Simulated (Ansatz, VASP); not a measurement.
## HgS2: VASP beside Ansatz

```
CELL_PARAMETERS angstrom
6.90431 0.00000 0.00000
0.00000 6.90431 0.00000
0.00000 0.00000 3.61004
ATOMIC_POSITIONS crystal
Hg 0.00000 0.00000 0.00000
Hg 0.50000 0.50000 0.50000
S 0.33733 0.33733 0.00000
S 0.16267 0.83733 0.50000
S 0.66267 0.66267 0.00000
S 0.83733 0.16267 0.50000
```

Alike in both runs: functional r2SCAN; k mesh 6 × 6 × 10; occupations gaussian, width 0.01 eV; no spin polarisation.

Ansatz relaxed the structure, and its values are those at the end. VASP's run is a single point on that final structure, the one shown.

|  | VASP | Ansatz |
| --- | --- | --- |
| version | VASP 6.6.1 | Ansatz 0.2.0 |
| potentials or method | VASP PAW PBE potentials, release 64 (Hg, S), cutoff 520 eV | scalar-relativistic, plane waves, PAW |
| valence electrons in the cell | 48 | 64 |

|  | VASP | Ansatz | Ansatz less VASP |
| --- | --- | --- | --- |
| gap on the k mesh at the Fermi level (eV) | 0.34 | 0.33 | -0.015 |
| least direct gap on the mesh (eV) | 0.60 | 0.59 | -0.009 |
| pressure (GPa) | 0.5 | 0.0 | -0.51 |
| rms of the force components (eV/Å) | 0.047 | 0.003 | -0.0440 |

VASP's potentials were made for PBE, not for r2SCAN. The functional is the same, so the differences come from potentials, cutoffs and numerics. VASP's potentials hold 48 valence electrons a cell and Ansatz's 64, so a difference there can come from the potentials and not from the codes.

Spin-orbit coupling is off throughout.
